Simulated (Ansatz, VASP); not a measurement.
**One calculation of Mg5Se2, two programs**

```
CELL_PARAMETERS angstrom
3.74077 -0.00016 0.00166
-1.87058 3.23740 -0.00229
0.00570 -0.01110 13.77472
ATOMIC_POSITIONS crystal
Mg 0.99995 0.00131 0.99995
Mg 0.66693 0.33435 0.23860
Mg 0.33385 0.66645 0.76131
Mg 0.66625 0.32991 0.58472
Mg 0.33319 0.66443 0.41555
Se 0.66662 0.33431 0.88118
Se 0.33321 0.66925 0.11869
```

Change from the starting cell: cell x1, atoms moved at random (sigma 0.05 Å) and cell strained at random (1.5 %), then relaxed without symmetry.

Alike in both runs: functional PBE; k mesh 6 × 6 × 2; occupations gaussian, width 0.2 eV; no spin polarisation.

Ansatz relaxed the structure, and its values are those at the end. VASP's run is a single point on that final structure, the one shown.

|  | VASP | Ansatz |
| --- | --- | --- |
| version | VASP 6.6.1 | Ansatz 0.2.0 |
| potentials or method | VASP PAW PBE potentials, release 64 (Mg, Se), cutoff 520 eV | scalar-relativistic, plane waves, PAW |
| valence electrons in the cell | 22 | 82 |

Ansatz gave:

| Property | Result |
| --- | --- |
| gap on the k mesh at the Fermi level (eV) | none |
| pressure (GPa) | 0.1 |
| rms of the force components (eV/Å) | 0.007 |

Q: Which values does VASP return?

A: gap on the k mesh at the Fermi level (eV): none; pressure (GPa): 0.0; rms of the force components (eV/Å): 0.007.

A gap of «none» marks a metal or a gap that the smearing closes. VASP's potentials hold 22 valence electrons a cell and Ansatz's 82, so a difference there can come from the potentials and not from the codes.
